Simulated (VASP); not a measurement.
# Ti (Fm-3m) in VASP: further runs

The runs below take Ti through single point, with PBEsol, PBE+D3(BJ)+U.

Everything below comes from runs of VASP 6.6.1. Logs are shortened: lines on timing, memory, paths and dates and some standing lists are left out, and cuts for length are marked.

## 1. The cell of the first run

Symmetry: Fm-3m, No. 225, cubic system. Conventional cell: a = 4.060 Å, b = 4.060 Å, c = 4.060 Å, α = 90.00°, β = 90.00°, γ = 90.00°. Within 3.8 Å of Ti (site symmetry m-3m) lie 12 Ti at 2.87 Å.

## 2. Single point, PBEsol

Input file INCAR:

```
SYSTEM = Ti
PREC     = Accurate       ! precision mode
ENCUT    = 520            ! plane-wave cutoff, eV
EDIFF    = 1E-7           ! SCF threshold, eV
ISMEAR   = -1             ! smearing method
SIGMA    = 0.01           ! smearing width, eV
LREAL    = .FALSE.        ! projectors in reciprocal space
LASPH    = .TRUE.         ! aspherical terms in the spheres
NELM     = 60             ! most SCF steps
ALGO     = Normal         ! electronic algorithm
ISIF     = 2              ! what is computed and relaxed
LWAVE    = .FALSE.        ! write WAVECAR
LCHARG   = .TRUE.         ! write CHGCAR
GGA      = PS             ! functional
LELF     = .TRUE.         ! ELF
LVHAR    = .TRUE.       
NBANDS   = 12             ! bands
```

Input file KPOINTS:

```
regular mesh
0
G
  11 11 11
  0 0 0
```

Input file POSCAR:

```
Ti
1.0
    0.0000000000      2.0300000000      2.0300000000
    2.0300000000      0.0000000000      2.0300000000
    2.0300000000      2.0300000000      0.0000000000
Ti
1
Direct
    0.0000000000      0.0000000000      0.0000000000
```

Potentials or basis: VASP PAW PBE potentials, release 64 (Ti_sv).

Run with:

```bash
cat potpaw_PBE.64/Ti_sv/POTCAR > POTCAR
mpirun -np 1 vasp_std > vasp.out
```

OUTCAR:

```text
SYSTEM = Ti
   PREC = Accurate
   ENCUT = 520
   EDIFF = 1E-7
   ISMEAR = -1
   LREAL = .FALSE.
   LASPH = .TRUE.
   NELM = 60
   ISIF = 2
   GGA = PS

 ion  position               nearest neighbor table
   1  0.000  0.000  0.000-

  LATTYP: Found a face centered cubic cell.
 ALAT       =     4.0600000000

  Lattice vectors:

 A1 = (   0.0000000000,   2.0300000000,   2.0300000000)
 A2 = (   2.0300000000,   0.0000000000,   2.0300000000)
 A3 = (   2.0300000000,   2.0300000000,   0.0000000000)

Analysis of symmetry for initial positions (statically):
=====================================================================
 Subroutine PRICEL returns:
 Original cell was already a primitive cell.

 Routine SETGRP: Setting up the symmetry group for a
 face centered cubic supercell.

 Subroutine GETGRP returns: Found 48 space group operations
 (whereof 48 operations were pure point group operations)
 out of a pool of 48 trial point group operations.

The static configuration has the point symmetry O_h .

Analysis of symmetry for dynamics (positions and initial velocities):
=====================================================================
 Subroutine PRICEL returns:
 Original cell was already a primitive cell.

 Routine SETGRP: Setting up the symmetry group for a
 face centered cubic supercell.

 Subroutine GETGRP returns: Found 48 space group operations
 (whereof 48 operations were pure point group operations)
 out of a pool of 48 trial point group operations.

The dynamic configuration has the point symmetry O_h .

 Subroutine INISYM returns: Found 48 space group operations
 (whereof 48 operations are pure point group operations),
 and found     1 'primitive' translations

----------------------------------------------------------------------------------------

                                     Primitive cell

  volume of cell :      16.7309

  direct lattice vectors                    reciprocal lattice vectors
     0.000000000  2.030000000  2.030000000    -0.246305419  0.246305419  0.246305419
     2.030000000  0.000000000  2.030000000     0.246305419 -0.246305419  0.246305419
     2.030000000  2.030000000  0.000000000     0.246305419  0.246305419 -0.246305419

  length of vectors
     2.870853532  2.870853532  2.870853532     0.426613499  0.426613499  0.426613499

  position of ions in fractional coordinates (direct lattice)
     0.000000000  0.000000000  0.000000000

  ion indices of the primitive-cell ions
   primitive index   ion index
                 1           1

----------------------------------------------------------------------------------------

 KPOINTS: regular mesh

Automatic generation of k-mesh.
 Grid dimensions read from file:
 generate k-points for:   11   11   11

 Generating k-lattice:

  Cartesian coordinates                     Fractional coordinates (reciprocal lattice)
    -0.022391402  0.022391402  0.022391402     0.090909091  0.000000000  0.000000000
     0.022391402 -0.022391402  0.022391402     0.000000000  0.090909091  0.000000000
     0.022391402  0.022391402 -0.022391402     0.000000000  0.000000000  0.090909091

  Length of vectors
     0.038783045  0.038783045  0.038783045

  Shift w.r.t. Gamma in fractional coordinates (k-lattice)
     0.000000000  0.000000000  0.000000000

 Subroutine IBZKPT returns following result:
 ===========================================

 Found     56 irreducible k-points:

 Following reciprocal coordinates:
            Coordinates               Weight
  0.000000  0.000000  0.000000      1.000000
  0.090909  0.000000  0.000000      8.000000
  0.181818  0.000000  0.000000      8.000000
  0.272727  0.000000  0.000000      8.000000
  0.363636  0.000000  0.000000      8.000000
  0.454545  0.000000  0.000000      8.000000
[... 16 lines left out ...]
 -0.272727  0.181818  0.000000     24.000000
 -0.181818  0.181818  0.000000     12.000000
 [... further k-points ...]
   k-points           NKPTS =     56   k-points in BZ     NKDIM =     56   number of bands    NBANDS=     12
   number of dos      NEDOS =    301   number of ions     NIONS =      1
   total plane-waves  NPLWV =  13824
   dimension x,y,z NGX =    24 NGY =   24 NGZ =   24
   dimension x,y,z NGXF=    48 NGYF=   48 NGZF=   48
   ions per type =               1
   NGX,Y,Z   is equivalent  to a cutoff of  13.90, 13.90, 13.90 a.u.
   NGXF,Y,Z  is equivalent  to a cutoff of  27.80, 27.80, 27.80 a.u.
 SYSTEM =  Ti
   PREC   = accura    normal or accurate (medium, high low for compatibility)
   ISTART =      0    job   : 0-new  1-cont  2-samecut
   ICHARG =      2    charge: 1-file 2-atom 10-const
   ISPIN  =      1    spin polarized calculation?
   LNONCOLLINEAR =      F non collinear calculations
   LSORBIT =      F    spin-orbit coupling
   LASPH  =      T    aspherical Exc in radial PAW
   ENCUT  =  520.0 eV  38.22 Ry    6.18 a.u.   5.34  5.34  5.34*2*pi/ulx,y,z
   NELM   =     60;   NELMIN=  2; NELMDL= -5     # of ELM steps
   EDIFF  = 0.1E-06   stopping-criterion for ELM
   LREAL  =      F    real-space projection
   EDIFFG = 0.1E-05   stopping-criterion for IOM
   NSW    =      0    number of steps for IOM
   IBRION =     -1    ionic relax: 0-MD 1-quasi-New 2-CG
   NFREE  =      0    steps in history (QN), initial steepest desc. (CG)
   ISIF   =      2    stress and relaxation
   ISYM   =      2    0-nonsym 1-usesym 2-fastsym
   POTIM  = 0.5000    time-step for ionic-motion
   TEBEG  =    0.0;   TEEND  =   0.0 temperature during run
   PSTRESS=    0.0 pullay stress
   NELECT =      12.0000    total number of electrons
   NUPDOWN=      -1.0000    fix difference up-down
   EMIN   =  10.00;   EMAX   =-10.00  energy-range for DOS
   EFERMI =   0.00;   METHOD = LEGACY
   ISMEAR =    -1;   SIGMA  =   0.01  broadening in eV -4-tet -1-fermi 0-gaus
   EFERMI_NEDOS =   21; number of points for ismear=-14 and -15
   IALGO  =     38    algorithm
   IMIX   =      4    mixing-type and parameters
     AMIX     =   0.40;   BMIX     =  1.00
     AMIX_MAG =   1.60;   BMIX_MAG =  1.00
  volume/ion in A,a.u.               =      16.73       112.91
  Fermi-wavevector in a.u.,A,eV,Ry     =   1.465421  2.769245 29.217967  2.147460
  Thomas-Fermi vector in A             =   2.581280
   LORBIT       =      0    0 simple, 1 ext, 2 COOP (PROOUT), +10 PAW based schemes
   GGA     = PS    functional components
   LHFCALC =     F    Hartree Fock is set to
   AEXX    =    0.0000 exact exchange contribution
   IVDW    =     0    specifies the selected vdW correction
   LEPSILON=     F    determine dielectric tensor
   LRPA    =     F    only Hartree local field effects (RPA)
 non-spin polarized calculation
  energy-cutoff  :      520.00
  volume of cell :       16.73
 maximum number of plane-waves:       463
 NGX is ok and might be reduce to    24
   NGX = 11   NGY = 11   NGZ = 11

 number of electron      12.0000002 magnetization

 Free energy of the ion-electron system (eV)
  ---------------------------------------------------
  ext. energy  EPLUGINS =         0.00000000
  ---------------------------------------------------
  free energy    TOTEN  =        -8.28908656 eV

  energy without entropy =       -8.28898854  energy(sigma->0) =       -8.28903755

 E-fermi :   8.4858     XC(G=0): -11.8124

 val. band max:        8.4636655831   @ k =   0.1818   0.1818   0.0000
 cond. band min:       8.5260369047   @ k =   0.2727   0.0000   0.0000
 fundamental gap:      0.0623713216
 Fermi energy:         8.4857658901

 k-point     1 :       0.0000    0.0000    0.0000
  band No.  band energies     occupation
      1     -47.8930      2.00000
      2     -23.8015      2.00000
      3     -23.8015      2.00000
      4     -23.8015      2.00000
      5       2.3091      2.00000
      6       9.4126      0.00000
      7       9.4126      0.00000
      8       9.4126      0.00000
      9      11.1236      0.00000
     10      11.1236      0.00000
     11      23.9741      0.00000
     12      28.5827      0.00000

 k-point     2 :       0.0909    0.0000    0.0000
  band No.  band energies     occupation
      1     -47.8816      2.00000
      2     -23.8647      2.00000
      3     -23.8093      2.00000
      4     -23.8093      2.00000
      5       2.5848      2.00000
      6       9.2431      0.00000
      7       9.5101      0.00000
      8       9.5101      0.00000
      9      11.0621      0.00000
     10      11.0621      0.00000
     11      24.1962      0.00000
     12      26.8126      0.00000

 k-point     3 :       0.1818    0.0000    0.0000
  band No.  band energies     occupation
      1     -47.8510      2.00000
      2     -24.0322      2.00000
      3     -23.8302      2.00000
      4     -23.8302      2.00000
      5       3.3559      2.00000
      6       8.8531      0.00000
      7       9.6814      0.00000
      8       9.6814      0.00000
      9      11.0216      0.00000
     10      11.0216      0.00000
     11      23.6353      0.00000
     12      25.0759      0.00000

 k-point     4 :       0.2727    0.0000    0.0000
  band No.  band energies     occupation
      1     -47.8105      2.00000
      2     -24.2469      2.00000
      3     -23.8575      2.00000
      4     -23.8575      2.00000
      5       4.4264      2.00000
      6       8.5260      0.03503
      7       9.6422      0.00000
      8       9.6422      0.00000
      9      11.3119      0.00000
     10      11.3119      0.00000
     11      21.2177      0.00000
     12      24.6143      0.00000

 k-point     5 :       0.3636    0.0000    0.0000
  band No.  band energies     occupation
      1     -47.7731      2.00000
      2     -24.4401      2.00000
      3     -23.8823      2.00000
      4     -23.8823      2.00000
      5       5.3720      2.00000
      6       8.6194      0.00000
      7       9.4431      0.00000
      8       9.4431      0.00000
      9      11.8323      0.00000
     10      11.8323      0.00000
     11      18.9053      0.00000
     12      23.8288      0.00000
[... 228 lines left out ...]
      1     -47.7301      2.00000
      2     -24.4901      2.00000
      3     -24.0495      2.00000
      4     -23.9423      2.00000
      5       6.5711      2.00000
      6       7.9277      2.00000
      7       9.0094      0.00000
      8       9.9264      0.00000
      9      12.2110      0.00000
     10      13.7710      0.00000
     11      16.9375      0.00000
     12      22.6548      0.00000

 k-point    22 :      -0.3636    0.1818    0.0000
  band No.  band energies     occupation
      1     -47.7375      2.00000
      2     -24.4539      2.00000
      3     -24.0655      2.00000
      4     -23.9164      2.00000
      5       6.4959      2.00000
      6       8.1223      2.00000
      7       8.8060      0.00000
      8       9.9070      0.00000
      9      11.7035      0.00000
     10      13.5929      0.00000
     11      17.8586      0.00000
     12      22.3053      0.00000

 k-point    23 :      -0.2727    0.1818    0.0000
  band No.  band energies     occupation
      1     -47.7625      2.00000
      2     -24.3520      2.00000
      3     -24.0422      2.00000
      4     -23.8820      2.00000
      5       5.8802      2.00000
      6       8.1868      2.00000
      7       8.8597      0.00000
      8      10.0434      0.00000
      9      11.0034      0.00000
     10      12.9033      0.00000
     11      20.0787      0.00000
     12      22.3252      0.00000

 k-point    24 :      -0.1818    0.1818    0.0000
  band No.  band energies     occupation
      1     -47.7970      2.00000
      2     -24.2264      2.00000
      3     -23.9758      2.00000
      4     -23.8501      2.00000
      5       4.8488      2.00000
      6       8.3038      2.00000
      7       9.3182      0.00000
      8      10.3119      0.00000
      9      10.3454      0.00000
     10      12.1393      0.00000
     11      22.3138      0.00000
     12      22.8610      0.00000

 [... further k-points ...]
[... 5 lines left out ...]
  --------------------------------------------------------------------------------------
  -------------------------------------------------------------------------------------
  Total       -0.1209348     -0.1209348     -0.1209348     -0.0000000     -0.0000000      0.0000000
  in kB      -11.5809368    -11.5809368    -11.5809368     -0.0000000     -0.0000000      0.0000000
  external PRESSURE =     -11.5809368 kB  Pullay stress =       0.0000000 kB

 VOLUME and BASIS-vectors are now :
 -----------------------------------------------------------------------------
  energy-cutoff  :      520.00
  volume of cell :       16.73
      direct lattice vectors                 reciprocal lattice vectors
     0.000000000  2.030000000  2.030000000    -0.246305419  0.246305419  0.246305419
     2.030000000  0.000000000  2.030000000     0.246305419 -0.246305419  0.246305419
     2.030000000  2.030000000  0.000000000     0.246305419  0.246305419 -0.246305419

 POSITION                                       TOTAL-FORCE (eV/Angst)
 -----------------------------------------------------------------------------------
      0.00000      0.00000      0.00000         0.000000      0.000000      0.000000
 -----------------------------------------------------------------------------------
    total drift:                               -0.000000     -0.000000      0.000000

  FREE ENERGIE OF THE ION-ELECTRON SYSTEM (eV)
  ---------------------------------------------------
  free  energy   TOTEN  =        -8.2890865628 eV

  energy  without entropy=       -8.2889885354  energy(sigma->0) =       -8.28903755
```

Wall time 11 s (1 thread of AMD EPYC 7R13 (Zen 3), shared host); peak memory 0.11 GiB.

What came out:

| Property | Result |
| --- | --- |
| Free energy | -8.2891 eV |
| Pressure | -1.2 GPa |
| Band gap on the k mesh | zero (band 6 reaches 9.41 eV, above the bottom of band 7 at 8.22 eV) |

Caveat: the PAW data sets were made with another functional, which shifts forces and pressure a little.

(Continued in part 2 of 2.)
